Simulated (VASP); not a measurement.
# Ag (P6_3/mmc) in VASP: notebook, part 2 of 2

VASP 6.6.1. Earlier steps stand in the parts before.

### 4 Single point, LDA

This run uses another cell than the first one, of 17.67 Å³/atom.

INCAR reads:

```
PREC = Accurate
ENCUT = 520
EDIFF = 1E-7
ISMEAR = -1
SIGMA = 0.05
LREAL = F
LASPH = T
NELM = 60
ALGO = Normal
ISIF = 2
LWAVE = F
LCHARG = F
NBANDS = 30
```

KPOINTS reads:

```
Automatic mesh
0
Gamma
  11 11 3
```

POSCAR reads:

```
Ag
1.0
    2.8668289465      0.0000000000      0.0000000000
   -1.4334144733      2.4827466960      0.0000000000
    0.0000000000      0.0000000000      9.9328838838
Ag
4
Direct
    0.0000000000      0.0000000000      0.5000000000
    0.0000000000      0.0000000000      0.0000000000
    0.6666666667      0.3333333333      0.7500000000
    0.3333333333      0.6666666667      0.2500000000
```

Potentials or basis: VASP PAW LDA potentials, release 64 (Ag).

On the command line:

```sh
> cat potpaw_LDA.64/Ag/POTCAR > POTCAR
> mpirun -np 1 vasp_std > vasp.out
```

OUTCAR:

```text
PREC = Accurate
   ENCUT = 520
   EDIFF = 1E-7
   ISMEAR = -1
   LREAL = F
   LASPH = T
   NELM = 60
   ISIF = 2

 ion  position               nearest neighbor table
   1  0.000  0.000  0.500-   3 2.98   4 2.98   3 2.98   4 2.98   3 2.98   4 2.98
   2  0.000  0.000  0.000-   3 2.98   4 2.98   3 2.98   4 2.98   3 2.98   4 2.98
   3  0.667  0.333  0.750-   1 2.98   2 2.98   1 2.98   2 2.98   1 2.98   2 2.98
   4  0.333  0.667  0.250-   1 2.98   2 2.98   1 2.98   2 2.98   1 2.98   2 2.98

  LATTYP: Found a hexagonal cell.
 ALAT       =     2.8668289465
 C/A-ratio  =     3.4647633567

  Lattice vectors:

 A1 = (   2.8668289465,   0.0000000000,   0.0000000000)
 A2 = (  -1.4334144733,   2.4827466960,   0.0000000000)
 A3 = (   0.0000000000,   0.0000000000,   9.9328838838)

Analysis of symmetry for initial positions (statically):
=====================================================================
 Subroutine PRICEL returns:
 Original cell was already a primitive cell.

 Routine SETGRP: Setting up the symmetry group for a
 hexagonal supercell.

 Subroutine GETGRP returns: Found 24 space group operations
 (whereof 12 operations were pure point group operations)
 out of a pool of 24 trial point group operations.

The static configuration has the point symmetry D_3d.
 The point group associated with its full space group is D_6h.

Analysis of symmetry for dynamics (positions and initial velocities):
=====================================================================
 Subroutine PRICEL returns:
 Original cell was already a primitive cell.

 Routine SETGRP: Setting up the symmetry group for a
 hexagonal supercell.

 Subroutine GETGRP returns: Found 24 space group operations
 (whereof 12 operations were pure point group operations)
 out of a pool of 24 trial point group operations.

The dynamic configuration has the point symmetry D_3d.
 The point group associated with its full space group is D_6h.

 Subroutine INISYM returns: Found 24 space group operations
 (whereof 12 operations are pure point group operations),
 and found     1 'primitive' translations

----------------------------------------------------------------------------------------

                                     Primitive cell

  volume of cell :      70.6984

  direct lattice vectors                    reciprocal lattice vectors
     2.866828947  0.000000000  0.000000000     0.348817463  0.201389856  0.000000000
    -1.433414473  2.482746696  0.000000000     0.000000000  0.402779712  0.000000000
     0.000000000  0.000000000  9.932883884     0.000000000  0.000000000  0.100675696

  length of vectors
     2.866828947  2.866828947  9.932883884     0.402779712  0.402779712  0.100675696

  position of ions in fractional coordinates (direct lattice)
     0.000000000  0.000000000  0.500000000
     0.000000000  0.000000000  0.000000000
     0.666666667  0.333333333  0.750000000
     0.333333333  0.666666667  0.250000000

  ion indices of the primitive-cell ions
   primitive index   ion index
                 1           1
                 2           2
                 3           3
                 4           4

----------------------------------------------------------------------------------------

 KPOINTS: Automatic mesh

Automatic generation of k-mesh.
 Grid dimensions read from file:
 generate k-points for:   11   11    3

 Generating k-lattice:

  Cartesian coordinates                     Fractional coordinates (reciprocal lattice)
     0.031710678  0.018308169  0.000000000     0.090909091 -0.000000000  0.000000000
     0.000000000  0.036616337  0.000000000     0.000000000  0.090909091  0.000000000
     0.000000000  0.000000000  0.033558565     0.000000000  0.000000000  0.333333333

  Length of vectors
     0.036616337  0.036616337  0.033558565

  Shift w.r.t. Gamma in fractional coordinates (k-lattice)
     0.000000000  0.000000000  0.000000000

 Subroutine IBZKPT returns following result:
 ===========================================

 Found     32 irreducible k-points:

 Following reciprocal coordinates:
            Coordinates               Weight
  0.000000  0.000000  0.000000      1.000000
  0.090909  0.000000  0.000000      6.000000
  0.181818 -0.000000  0.000000      6.000000
  0.272727 -0.000000  0.000000      6.000000
  0.363636  0.000000  0.000000      6.000000
  0.454545  0.000000  0.000000      6.000000
[... 16 lines left out ...]
  0.090909  0.090909  0.333333     12.000000
  0.181818  0.090909  0.333333     24.000000
 [... further k-points ...]
   k-points           NKPTS =     32   k-points in BZ     NKDIM =     32   number of bands    NBANDS=     30
   number of dos      NEDOS =    301   number of ions     NIONS =      4
   total plane-waves  NPLWV =  46080
   dimension x,y,z NGX =    24 NGY =   24 NGZ =   80
   dimension x,y,z NGXF=    48 NGYF=   48 NGZF=  160
   ions per type =               4
   NGX,Y,Z   is equivalent  to a cutoff of  13.92, 13.92, 13.39 a.u.
   NGXF,Y,Z  is equivalent  to a cutoff of  27.83, 27.83, 26.78 a.u.
 SYSTEM =  unknown system
   PREC   = accura    normal or accurate (medium, high low for compatibility)
   ISTART =      0    job   : 0-new  1-cont  2-samecut
   ICHARG =      2    charge: 1-file 2-atom 10-const
   ISPIN  =      1    spin polarized calculation?
   LNONCOLLINEAR =      F non collinear calculations
   LSORBIT =      F    spin-orbit coupling
   LASPH  =      T    aspherical Exc in radial PAW
   ENCUT  =  520.0 eV  38.22 Ry    6.18 a.u.   5.33  5.33 18.47*2*pi/ulx,y,z
   NELM   =     60;   NELMIN=  2; NELMDL= -5     # of ELM steps
   EDIFF  = 0.1E-06   stopping-criterion for ELM
   LREAL  =      F    real-space projection
   EDIFFG = 0.1E-05   stopping-criterion for IOM
   NSW    =      0    number of steps for IOM
   IBRION =     -1    ionic relax: 0-MD 1-quasi-New 2-CG
   NFREE  =      0    steps in history (QN), initial steepest desc. (CG)
   ISIF   =      2    stress and relaxation
   ISYM   =      2    0-nonsym 1-usesym 2-fastsym
   POTIM  = 0.5000    time-step for ionic-motion
   TEBEG  =    0.0;   TEEND  =   0.0 temperature during run
   PSTRESS=    0.0 pullay stress
   NELECT =      44.0000    total number of electrons
   NUPDOWN=      -1.0000    fix difference up-down
   EMIN   =  10.00;   EMAX   =-10.00  energy-range for DOS
   EFERMI =   0.00;   METHOD = LEGACY
   ISMEAR =    -1;   SIGMA  =   0.05  broadening in eV -4-tet -1-fermi 0-gaus
   EFERMI_NEDOS =   21; number of points for ismear=-14 and -15
   IALGO  =     38    algorithm
   IMIX   =      4    mixing-type and parameters
     AMIX     =   0.40;   BMIX     =  1.00
     AMIX_MAG =   1.60;   BMIX_MAG =  1.00
  volume/ion in A,a.u.               =      17.67       119.27
  Fermi-wavevector in a.u.,A,eV,Ry     =   1.397728  2.641322 26.580919  1.953642
  Thomas-Fermi vector in A             =   2.520955
   LORBIT       =      0    0 simple, 1 ext, 2 COOP (PROOUT), +10 PAW based schemes
   GGA     = CA    functional components
   LHFCALC =     F    Hartree Fock is set to
   AEXX    =    0.0000 exact exchange contribution
   IVDW    =     0    specifies the selected vdW correction
   LEPSILON=     F    determine dielectric tensor
   LRPA    =     F    only Hartree local field effects (RPA)
 non-spin polarized calculation
  energy-cutoff  :      520.00
  volume of cell :       70.70
 maximum number of plane-waves:      1969
 NGX is ok and might be reduce to    24
   NGX = 11   NGY = 11   NGZ = 37

 number of electron      44.0000002 magnetization

 Free energy of the ion-electron system (eV)
  ---------------------------------------------------
  ext. energy  EPLUGINS =         0.00000000
  ---------------------------------------------------
  free energy    TOTEN  =       -14.86883378 eV

  energy without entropy =      -14.85404202  energy(sigma->0) =      -14.86143790

 E-fermi :   7.6925     XC(G=0): -12.3704

 val. band max:        7.6075718415   @ k =   0.0909   0.0000   0.0000
 cond. band min:       7.7016758315   @ k =   0.2727   0.0909   0.3333
 fundamental gap:      0.0941039901
 Fermi energy:         7.6924697434

 k-point     1 :       0.0000    0.0000    0.0000
  band No.  band energies     occupation
      1       0.0815      2.00000
      2       1.2789      2.00000
      3       1.2800      2.00000
      4       1.3990      2.00000
      5       2.7680      2.00000
      6       3.0151      2.00000
[... 781 lines left out ...]
     29      20.3152      0.00000
     30      20.8639      0.00000

 [... further k-points ...]
[... 5 lines left out ...]
  --------------------------------------------------------------------------------------
  -------------------------------------------------------------------------------------
  Total       -3.8582929     -3.8582929     -5.2599135      0.0000000      0.0000000      0.0000000
  in kB      -87.4371954    -87.4371954   -119.2009276      0.0000000      0.0000000      0.0000000
  external PRESSURE =     -98.0251061 kB  Pullay stress =       0.0000000 kB

 VOLUME and BASIS-vectors are now :
 -----------------------------------------------------------------------------
  energy-cutoff  :      520.00
  volume of cell :       70.70
      direct lattice vectors                 reciprocal lattice vectors
     2.866828947  0.000000000  0.000000000     0.348817463  0.201389856  0.000000000
    -1.433414473  2.482746696  0.000000000     0.000000000  0.402779712  0.000000000
     0.000000000  0.000000000  9.932883884     0.000000000  0.000000000  0.100675696

 POSITION                                       TOTAL-FORCE (eV/Angst)
 -----------------------------------------------------------------------------------
      0.00000      0.00000      4.96644         0.000000      0.000000     -0.000000
      0.00000      0.00000      0.00000         0.000000      0.000000     -0.000000
      1.43341      0.82758      7.44966         0.000000      0.000000     -0.000000
     -0.00000      1.65516      2.48322        -0.000000     -0.000000      0.000000
 -----------------------------------------------------------------------------------
    total drift:                               -0.000000      0.000000     -0.000000

  FREE ENERGIE OF THE ION-ELECTRON SYSTEM (eV)
  ---------------------------------------------------
  free  energy   TOTEN  =       -14.8688337775 eV

  energy  without entropy=      -14.8540420194  energy(sigma->0) =      -14.86143790
```

It took 32 s on 1 thread of Intel Xeon 6975P-C (Granite Rapids), shared host; peak memory 0.19 GiB.

Results:

| Quantity | Value |
| --- | --- |
| Free energy | -14.8688 eV |
| Pressure | -9.8 GPa |
| Band gap on the k mesh | zero (bands 22 and 23 overlap by 5.91 eV) |

Levels at points of the mesh, in eV from the Fermi level:
```
           k point  band 20  band 21  band 22  band 23  band 24  band 25
(0.00, 0.00, 0.00)    -3.36    -3.36    -3.03    -3.03    -0.76     2.56
```

Caveat: the cell stands under tension.

### 5 The runs side by side

```tsv
cell	gap on the mesh (eV)	pressure (GPa)
a = 2.827, b = 2.827, c = 9.796 Å, angles 90.0, 90.0, 120.0°, 4 atoms	none	-6.1
a = 2.847, b = 2.847, c = 9.865 Å, angles 90.0, 90.0, 120.0°, 4 atoms	none	-8.1
a = 2.867, b = 2.867, c = 9.933 Å, angles 90.0, 90.0, 120.0°, 4 atoms	none	-9.8
```

Alike in all rows: task single point; level LDA; potentials or basis VASP PAW LDA potentials, release 64 (Ag); no spin polarisation; k mesh 11 × 11 × 3; cutoff (eV) 520; smearing fermi-dirac 0.05 eV.

Caveats: the cell stands under tension.

Total energies depend on the potentials used, so only differences within one code and one set of settings carry meaning.
